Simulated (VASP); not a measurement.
# Sc: single point with PBE

The system is Sc.

```
Sc
1.0
     6.05481    0.00000    0.00000
    -3.02741    5.24362    0.00000
     0.00000    0.00000    5.44103
Sc
5
Direct
  0.00000 0.50000 0.32731
  0.50000 0.00000 0.32731
  0.50000 0.50000 0.32731
  0.33333 0.66667 0.82732
  0.66667 0.33333 0.82732
```

* Program: VASP 6.6.1
* Task: single point
* Functional: PBE
* Potentials or basis: VASP PAW PBE potentials, release 64 (Sc_sv)
* Cutoff: 520 eV
* k mesh: 6 × 6 × 4
* Occupations: gaussian, width 0.1 eV
* Spin: no spin polarisation
* Dipole correction: no
* Further INCAR settings: ALGO = Normal; EDIFF = 1e-06; NBANDS = 36

```yaml
Pressure: 0.0 GPa
```

Levels at points of the mesh, in eV from the Fermi level:
```csv
k point,band 26,band 27,band 28,band 29,band 30,band 31
"(0.00, 0.00, 0.00)",-0.38,-0.30,0.04,0.04,0.06,0.06
"(0.50, 0.00, 0.00)",-0.31,-0.18,-0.12,0.04,0.11,0.27
"(0.00, 0.00, 0.50)",-0.63,-0.15,-0.15,0.51,0.51,0.52
"(0.50, 0.00, 0.50)",-0.65,0.06,0.18,0.21,0.31,0.42
```

It took 77 s on 1 thread of Intel(R) Xeon(R) Platinum 8559C (Emerald Rapids) (shared host), peak memory 0.33 GiB.
